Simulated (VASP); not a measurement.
# Pt (Im-3m) in VASP: relaxation of cell and atoms with r2SCAN

Aim: the relaxation of cell and atoms of Pt with r2SCAN.

All numbers are computed with VASP 6.6.1; they aren't measurements. Logs are shortened: lines on timing, memory, paths and dates and some standing lists are left out, and cuts for length are marked.

**1. The cell of the first run**

It takes space group Im-3m (No. 229, cubic). The conventional cell has a = 3.168 Å, b = 3.168 Å, c = 3.168 Å, α = 90.00°, β = 90.00°, γ = 90.00°. Pt (site symmetry m-3m) has 14 Pt at 2.74 to 3.17 Å within 3.6 Å.

This isn't the form of Pt at room conditions, which is fcc.

**2. Relaxation of cell and atoms, r2SCAN**

File POSCAR:

```
Pt
1.0
   -1.5842200000      1.5842200000      1.5842200000
    1.5842200000     -1.5842200000      1.5842200000
    1.5842200000      1.5842200000     -1.5842200000
Pt
1
Direct
    0.0000000000      0.0000000000      0.0000000000
```

File INCAR.step1:

```
SYSTEM = Pt
  PREC = Accurate
  ENCUT = 600
  ISMEAR = 0
  SIGMA = 0.1
  LREAL = .FALSE.
  LASPH = .TRUE.
  NELM = 100
  GGA = PE
  ALGO = Normal
  EDIFF = 1E-4
  LWAVE = .TRUE.
  LCHARG = .FALSE.
```

File INCAR.step2:

```
SYSTEM = Pt
  PREC = Accurate
  ENCUT = 600
  EDIFF = 1E-7
  ISMEAR = 0
  SIGMA = 0.1
  LREAL = .FALSE.
  LASPH = .TRUE.
  NELM = 100
  ALGO = Normal
  ISIF = 3
  LWAVE = .FALSE.
  LCHARG = .FALSE.
  METAGGA = R2SCAN
  LMIXTAU = .TRUE.
  IBRION = 2
  NSW = 100
  EDIFFG = -0.005
  ISTART = 1
```

File KPOINTS:

```
regular mesh
0
G
  18 18 18
  0 0 0
```

Potentials or basis: VASP PAW PBE potentials, release 64 (Pt).

Command:

```sh
$ cat potpaw_PBE.64/Pt/POTCAR > POTCAR
$ cp INCAR.step1 INCAR
$ mpirun -np 1 vasp_std > vasp.out
$ cp INCAR.step2 INCAR
$ mpirun -np 1 vasp_std > vasp.out
```

OUTCAR:

```text
SYSTEM = Pt
   PREC = Accurate
   ENCUT = 600
   EDIFF = 1E-7
   ISMEAR = 0
   LREAL = .FALSE.
   LASPH = .TRUE.
   NELM = 100
   ISIF = 3
   METAGGA = R2SCAN
   IBRION = 2
   NSW = 100
   EDIFFG = -0.005
   ISTART = 1

 ion  position               nearest neighbor table
   1  0.000  0.000  0.000-

  LATTYP: Found a body centered cubic cell.
 ALAT       =     3.1684400000

  Lattice vectors:

 A1 = (  -1.5842200000,   1.5842200000,   1.5842200000)
 A2 = (   1.5842200000,  -1.5842200000,   1.5842200000)
 A3 = (   1.5842200000,   1.5842200000,  -1.5842200000)

Analysis of symmetry for initial positions (statically):
=====================================================================
 Subroutine PRICEL returns:
 Original cell was already a primitive cell.

 Routine SETGRP: Setting up the symmetry group for a
 body centered cubic supercell.

 Subroutine GETGRP returns: Found 48 space group operations
 (whereof 48 operations were pure point group operations)
 out of a pool of 48 trial point group operations.

The static configuration has the point symmetry O_h .

Analysis of symmetry for dynamics (positions and initial velocities):
=====================================================================
 Subroutine PRICEL returns:
 Original cell was already a primitive cell.

 Routine SETGRP: Setting up the symmetry group for a
 body centered cubic supercell.

 Subroutine GETGRP returns: Found 48 space group operations
 (whereof 48 operations were pure point group operations)
 out of a pool of 48 trial point group operations.

The dynamic configuration has the point symmetry O_h .

 Subroutine INISYM returns: Found 48 space group operations
 (whereof 48 operations are pure point group operations),
 and found     1 'primitive' translations

----------------------------------------------------------------------------------------

                                     Primitive cell

  volume of cell :      15.9040

  direct lattice vectors                    reciprocal lattice vectors
    -1.584220000  1.584220000  1.584220000     0.000000000  0.315612731  0.315612731
     1.584220000 -1.584220000  1.584220000     0.315612731  0.000000000  0.315612731
     1.584220000  1.584220000 -1.584220000     0.315612731  0.315612731  0.000000000

  length of vectors
     2.743949530  2.743949530  2.743949530     0.446343804  0.446343804  0.446343804

  position of ions in fractional coordinates (direct lattice)
     0.000000000  0.000000000  0.000000000

  ion indices of the primitive-cell ions
   primitive index   ion index
                 1           1

----------------------------------------------------------------------------------------

 KPOINTS: regular mesh

Automatic generation of k-mesh.
 Grid dimensions read from file:
 generate k-points for:   18   18   18

 Generating k-lattice:

  Cartesian coordinates                     Fractional coordinates (reciprocal lattice)
     0.000000000  0.017534041  0.017534041     0.055555556  0.000000000  0.000000000
     0.017534041  0.000000000  0.017534041     0.000000000  0.055555556  0.000000000
     0.017534041  0.017534041  0.000000000     0.000000000  0.000000000  0.055555556

  Length of vectors
     0.024796878  0.024796878  0.024796878

  Shift w.r.t. Gamma in fractional coordinates (k-lattice)
     0.000000000  0.000000000  0.000000000

 Subroutine IBZKPT returns following result:
 ===========================================

 Found    195 irreducible k-points:

 Following reciprocal coordinates:
            Coordinates               Weight
  0.000000  0.000000  0.000000      1.000000
  0.055556  0.000000  0.000000     12.000000
  0.111111  0.000000  0.000000     12.000000
  0.166667  0.000000  0.000000     12.000000
  0.222222  0.000000  0.000000     12.000000
  0.277778  0.000000  0.000000     12.000000
[... 16 lines left out ...]
  0.333333  0.111111  0.000000     48.000000
  0.388889  0.111111  0.000000     48.000000
 [... further k-points ...]
   k-points           NKPTS =    195   k-points in BZ     NKDIM =    195   number of bands    NBANDS=      9
   number of dos      NEDOS =    301   number of ions     NIONS =      1
   total plane-waves  NPLWV =  13824
   dimension x,y,z NGX =    24 NGY =   24 NGZ =   24
   dimension x,y,z NGXF=    48 NGYF=   48 NGZF=   48
   ions per type =               1
   NGX,Y,Z   is equivalent  to a cutoff of  14.54, 14.54, 14.54 a.u.
   NGXF,Y,Z  is equivalent  to a cutoff of  29.08, 29.08, 29.08 a.u.
 SYSTEM =  Pt
   PREC   = accura    normal or accurate (medium, high low for compatibility)
   ISTART =      1    job   : 0-new  1-cont  2-samecut
   ICHARG =      0    charge: 1-file 2-atom 10-const
   ISPIN  =      1    spin polarized calculation?
   LNONCOLLINEAR =      F non collinear calculations
   LSORBIT =      F    spin-orbit coupling
   LASPH  =      T    aspherical Exc in radial PAW
   ENCUT  =  600.0 eV  44.10 Ry    6.64 a.u.   5.48  5.48  5.48*2*pi/ulx,y,z
   NELM   =    100;   NELMIN=  2; NELMDL=  0     # of ELM steps
   EDIFF  = 0.1E-06   stopping-criterion for ELM
   LREAL  =      F    real-space projection
   EDIFFG = -.5E-02   stopping-criterion for IOM
   NSW    =    100    number of steps for IOM
   IBRION =      2    ionic relax: 0-MD 1-quasi-New 2-CG
   NFREE  =      1    steps in history (QN), initial steepest desc. (CG)
   ISIF   =      3    stress and relaxation
   ISYM   =      2    0-nonsym 1-usesym 2-fastsym
   POTIM  = 0.5000    time-step for ionic-motion
   TEBEG  =    0.0;   TEEND  =   0.0 temperature during run
   PSTRESS=    0.0 pullay stress
   NELECT =      10.0000    total number of electrons
   NUPDOWN=      -1.0000    fix difference up-down
   EMIN   =  10.00;   EMAX   =-10.00  energy-range for DOS
   EFERMI =   0.00;   METHOD = LEGACY
   ISMEAR =     0;   SIGMA  =   0.10  broadening in eV -4-tet -1-fermi 0-gaus
   EFERMI_NEDOS =   21; number of points for ismear=-14 and -15
   IALGO  =     38    algorithm
   IMIX   =      4    mixing-type and parameters
     AMIX     =   0.40;   BMIX     =  1.00
     AMIX_MAG =   1.60;   BMIX_MAG =  1.00
  volume/ion in A,a.u.               =      15.90       107.33
  Fermi-wavevector in a.u.,A,eV,Ry     =   1.402510  2.650360 26.763132  1.967035
  Thomas-Fermi vector in A             =   2.525265
   LORBIT       =      0    0 simple, 1 ext, 2 COOP (PROOUT), +10 PAW based schemes
   METAGGA = R2SCAN    functional components
   LHFCALC =     F    Hartree Fock is set to
   AEXX    =    0.0000 exact exchange contribution
   IVDW    =     0    specifies the selected vdW correction
   LEPSILON=     F    determine dielectric tensor
   LRPA    =     F    only Hartree local field effects (RPA)
 conjugate gradient relaxation of ions
 non-spin polarized calculation
 Gauss-broadening in eV      SIGMA  =   0.10
  energy-cutoff  :      600.00
  volume of cell :       15.90
 maximum number of plane-waves:       555
 NGX is ok and might be reduce to    24
   NGX = 11   NGY = 11   NGZ = 11

--------------------------------------- Ionic step        1  -------------------------------------------

 number of electron       9.9999999 magnetization

 Free energy of the ion-electron system (eV)
  ---------------------------------------------------
  ext. energy  EPLUGINS =         0.00000000
  ---------------------------------------------------
  free energy    TOTEN  =       -51.40645508 eV

  energy without entropy =      -51.40309071  energy(sigma->0) =      -51.40477289

 E-fermi :   9.8870     XC(G=0): -14.2293

 val. band max:        9.8847208015   @ k =  -0.3889   0.5000   0.0556
 cond. band min:       9.9132370954   @ k =  -0.3889   0.4444   0.0556
 fundamental gap:      0.0285162938
 Fermi energy:         9.8869610178

 k-point     1 :       0.0000    0.0000    0.0000
  band No.  band energies     occupation
      1       0.1778      2.00000
      2       6.2675      2.00000
      3       6.2675      2.00000
      4       6.2675      2.00000
      5       8.7418      2.00000
      6       8.7418      2.00000
      7      27.9350      0.00000
      8      27.9350      0.00000
      9      27.9350      0.00000

 k-point     2 :       0.0556    0.0000    0.0000
  band No.  band energies     occupation
      1       0.3082      2.00000
      2       6.2173      2.00000
      3       6.2686      2.00000
      4       6.3713      2.00000
      5       8.6771      2.00000
      6       8.7449      2.00000
      7      27.9952      0.00000
      8      28.0308      0.00000
      9      28.1236      0.00000
[... 358 lines left out ...]
 POSITION                                       TOTAL-FORCE (eV/Angst)
 -----------------------------------------------------------------------------------
      0.00000     -0.00000      0.00000         0.000000      0.000000     -0.000000
 -----------------------------------------------------------------------------------
    total drift:                                0.000000      0.000000     -0.000000

  FREE ENERGIE OF THE ION-ELECTRON SYSTEM (eV)
  ---------------------------------------------------
  free  energy   TOTEN  =       -51.4143678374 eV

  energy  without entropy=      -51.4112828566  energy(sigma->0) =      -51.41282535

--------------------------------------- Ionic step        4  -------------------------------------------

 number of electron      10.0000001 magnetization

 Free energy of the ion-electron system (eV)
  ---------------------------------------------------
  ext. energy  EPLUGINS =         0.00000000
  ---------------------------------------------------
  free energy    TOTEN  =       -51.41437212 eV

  energy without entropy =      -51.41129291  energy(sigma->0) =      -51.41283252

 E-fermi :  10.3365     XC(G=0): -14.4095

 val. band max:       10.3092243556   @ k =  -0.2778   0.2778   0.2222
 cond. band min:      10.3376090545   @ k =  -0.3889   0.3889   0.2222
 fundamental gap:      0.0283846989
 Fermi energy:        10.3364525619

 k-point     1 :       0.0000    0.0000    0.0000
  band No.  band energies     occupation
      1       0.3545      2.00000
      2       6.5772      2.00000
      3       6.5772      2.00000
      4       6.5772      2.00000
      5       9.1482      2.00000
      6       9.1482      2.00000
      7      28.3803      0.00000
      8      28.3803      0.00000
      9      28.3803      0.00000

 k-point     2 :       0.0556    0.0000    0.0000
  band No.  band energies     occupation
      1       0.4882      2.00000
      2       6.5246      2.00000
      3       6.5779      2.00000
      4       6.6849      2.00000
      5       9.0800      2.00000
      6       9.1515      2.00000
      7      28.4449      0.00000
      8      28.4915      0.00000
      9      28.5760      0.00000
[... 286 lines left out ...]
 POSITION                                       TOTAL-FORCE (eV/Angst)
 -----------------------------------------------------------------------------------
     -1.57091      1.57091      1.57091        -0.000000      0.000000     -0.000000
 -----------------------------------------------------------------------------------
    total drift:                               -0.000000     -0.000000      0.000000

  FREE ENERGIE OF THE ION-ELECTRON SYSTEM (eV)
  ---------------------------------------------------
  free  energy   TOTEN  =       -51.4143721234 eV

  energy  without entropy=      -51.4112929145  energy(sigma->0) =      -51.41283252

 reached required accuracy - stopping structural energy minimisation
```

Run time: 3.7 min. Hardware: 1 thread of Intel Xeon Platinum 8488C (Sapphire Rapids), shared host; peak memory 0.18 GiB.

Results:

```
Free energy                           : -51.4144 eV
Relaxed volume                        : 15.51 Å³/atom
Relaxed cell                          : a = 2.721 Å, b = 2.721 Å, c = 2.721 Å, α = 109.47°, β = 109.47°, γ = 109.47°
Space group after relaxing (to 0.1 Å) : Im-3m (No. 229)
Energy gained by relaxing             : 7.9 meV/atom
Ionic steps                           : 4
Pressure after relaxing               : 0.0 GPa
Band gap on the k mesh                : zero (bands 5 and 6 overlap by 2.39 eV)
```

The path:
```csv
step,energy change (eV),largest force (eV/Å),pressure (GPa),volume (Å³)
1,0.0000,0.0000,-6.17,15.90
2,0.0489,0.0000,20.15,14.54
3,-0.0079,0.0000,-0.14,15.51
4,-0.0079,0.0000,0.00,15.51
```

Final structure:
```
CELL_PARAMETERS angstrom
-1.57091 1.57091 1.57091
1.57091 -1.57091 1.57091
1.57091 1.57091 -1.57091
ATOMIC_POSITIONS crystal
Pt 0.00000 0.00000 0.00000
```

Levels at points of the mesh, in eV from the Fermi level:
```
           k point  band 3  band 4  band 5  band 6  band 7  band 8
(0.00, 0.00, 0.00)   -3.76   -3.76   -1.19   -1.19   18.04   18.04
(0.50, 0.00, 0.00)   -1.36   -0.86    0.35    1.09    6.74   14.04
(0.50, 0.50, 0.50)    0.53    0.53    0.53    8.11    8.11    8.11
```

Caveat: the PAW data sets were made with another functional, which shifts forces and pressure a little; spin-orbit coupling is left out, which moves the levels of the heavy elements.

The gap in the log of VASP goes by the Fermi energy; the results here count the filled bands.